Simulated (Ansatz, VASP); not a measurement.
**CuO in VASP and in Ansatz**

The input INCAR:

```
SYSTEM = CuO
PREC = Accurate
ENCUT = 700
EDIFF = 1E-6
ISMEAR = -1
SIGMA = 0.05
LREAL = .FALSE.
LASPH = .TRUE.
NELM = 120
ALGO = Normal
ISIF = 2
LWAVE = .FALSE.
LCHARG = .FALSE.
GGA = PS
NBANDS = 33
GGA_COMPAT = .FALSE.
```

KPOINTS

```
regular mesh
0
G
  8 8 5
  0 0 0
```

POSCAR

```
CuO
1.0
    2.2977570000     -1.6791320000      0.0000000000
    2.2977570000      1.6791320000      0.0000000000
   -0.8433432681      0.0000000000      5.0594363927
Cu O
2 2
Direct
    0.4968000000      0.0032000000      0.5000000000
    0.0032000000      0.4968000000      0.0000000000
    0.4056000000      0.5714000000      0.7537000000
    0.5714000000      0.4056000000      0.2537000000
```

Contents of input.yaml:

```yaml
crystal:
  lattice:
    - [2.297757, -1.679132, 0.0]
    - [2.297757, 1.679132, 0.0]
    - [-0.8433432681, 0.0, 5.0594363927]
  atoms:
    - { symbol: Cu, position: [0.4968, 0.0032, 0.5] }
    - { symbol: Cu, position: [0.0032, 0.4968, 0.0] }
    - { symbol: O, position: [0.4056, 0.5714, 0.7537] }
    - { symbol: O, position: [0.5714, 0.4056, 0.2537] }
hamiltonian:
  xc: pbesol
  pseudopotentials: { kind: paw }
kpoints:
  mp_grid: { grid: [8, 8, 5] }
  band_path:
    path:
      - [[0.0, 0.0, 0.0], [-0.5, -0.5, 0.0], [-0.5239584144, -0.5239584144, 0.3252789714], [-0.5, -0.5, 0.5], [-0.6329975919, -0.3670024081, 0.5]]
      - [[-0.3670024081, 0.3670024081, 0.5], [0.0, 0.0, 0.5], [-0.4760415856, -0.4760415856, 0.6747210286]]
      - [[-0.5, -0.5, 0.0], [-0.6127843635, -0.3872156365, 0.0]]
      - [[-0.3872156365, 0.3872156365, 0.0], [0.0, 0.0, 0.0], [-0.5, 0.0, 0.0]]
      - [[-0.5, 0.0, 0.5], [0.0, 0.0, 0.0]]
    npoints: 14
scf:
  occupations: { method: fermi_dirac, width: 0.05 }
  n_extra_bands: 10
output:
  forces: true
  stress: true
  eigenvalues: true
  fatbands: false
  write_density: true
  write_potential: true
  elf: true
  volumetric_format: npy
```

Alike in both runs: functional PBEsol; k mesh 8 × 8 × 5; occupations fermi-dirac, width 0.05 eV; no spin polarisation.

|  | VASP | Ansatz |
| --- | --- | --- |
| version | VASP 6.6.1 | Ansatz 0.2.0 |
| potentials or method | VASP PAW PBE potentials, release 64 (Cu_sv_GW, O) | Ansatz PAW |
| plane-wave cutoff (eV) | 700 | 420 |
| valence electrons in the cell | 50 | 50 |
| task | single point | band structure |

VASP gave:

- gap on the k mesh at the Fermi level (eV): none
- pressure (GPa): 1.3
- traceless stress, the component that is largest in VASP (GPa): -2.17
- rms of the force components (eV/Å): 0.467

Which values does Ansatz return?

gap on the k mesh at the Fermi level (eV): none; pressure (GPa): 4.2; traceless stress, the component that is largest in VASP (GPa): -2.22; rms of the force components (eV/Å): 0.462.

VASP's potentials were made for PBE, not for PBEsol. Atom by atom the forces differ by 0.008 eV/Å (rms over components). A gap of «none» marks a metal or a gap that the smearing closes. The functional is the same, so the differences come from potentials, cutoffs and numerics.
